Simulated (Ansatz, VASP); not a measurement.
## SiO2 in VASP and in Ansatz

```
Si O
1.0
    -2.39779    2.39779    3.74400
     2.39779   -2.39779    3.74400
     2.39779    2.39779   -3.74400
Si O
2 4
Direct
  0.00000 0.00000 0.00000
  0.75000 0.25000 0.50000
  0.99838 0.62500 0.87338
  0.37500 0.24838 0.37338
  0.75162 0.12500 0.12662
  0.87500 0.00162 0.62662
```

Change from the starting cell: equal xx and yy strain of +1 %.

Alike in both runs: task single point; functional PBEsol; k mesh 7 × 7 × 7; occupations fermi-dirac, width 0.03 eV; no spin polarisation.

```csv
,VASP,Ansatz
version,VASP 6.6.1,Ansatz 0.2.0
potentials or method,"VASP PAW PBE potentials, release 64 (Si, O), cutoff 520 eV","all-electron LAPW, scalar-relativistic"
```

|  | VASP | Ansatz | Ansatz less VASP |
| --- | --- | --- | --- |
| gap on the k mesh at the Fermi level (eV) | 5.85 | 5.87 | +0.012 |
| pressure (GPa) | -1.6 | -2.2 | -0.58 |
| traceless stress, the component that is largest in VASP (GPa) | -0.96 | -1.03 | -0.065 |
| rms of the force components (eV/Å) | 0.112 | 0.128 | +0.0164 |

VASP's potentials were made for PBE, not for PBEsol. Atom by atom the forces differ by 0.016 eV/Å (rms over components). Ansatz ran all-electron here, and VASP with PAW potentials.
